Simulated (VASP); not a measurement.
A run of VASP 6.6.1 is set up as follows.

INCAR

```
PREC     = Accurate       # precision mode
ENCUT    = 520            # plane-wave cutoff, eV
EDIFF    = 1E-6           # SCF threshold, eV
ISMEAR   = -1             # smearing method
SIGMA    = 0.1            # smearing width, eV
LREAL    = F              # projectors in reciprocal space
LASPH    = T              # aspherical terms in the spheres
NELM     = 60             # most SCF steps
ALGO     = Normal         # electronic algorithm
ISIF     = 2              # what is computed and relaxed
LWAVE    = F              # write WAVECAR
LCHARG   = F              # write CHGCAR
GGA      = PS             # functional
NBANDS   = 12             # bands
```

Contents of KPOINTS:

```
Automatic mesh
0
Gamma
  16 16 16
```

The input POSCAR:

```
Ga
1.0
   -1.6508176272      1.6508176272      1.6508176272
    1.6508176272     -1.6508176272      1.6508176272
    1.6508176272      1.6508176272     -1.6508176272
Ga
1
Direct
    0.0000000000      0.0000000000      0.0000000000
```

Potentials or basis: VASP PAW PBE potentials, release 64 (Ga_d).

Launch:

```console
$ cat potpaw_PBE.64/Ga_d/POTCAR > POTCAR
$ mpirun -np 1 vasp_std > vasp.out
```

(1) Predict the pressure.

Answers

(1) 0.0 GPa.

Caveat: the PAW data sets were made with another functional, which shifts forces and pressure a little.
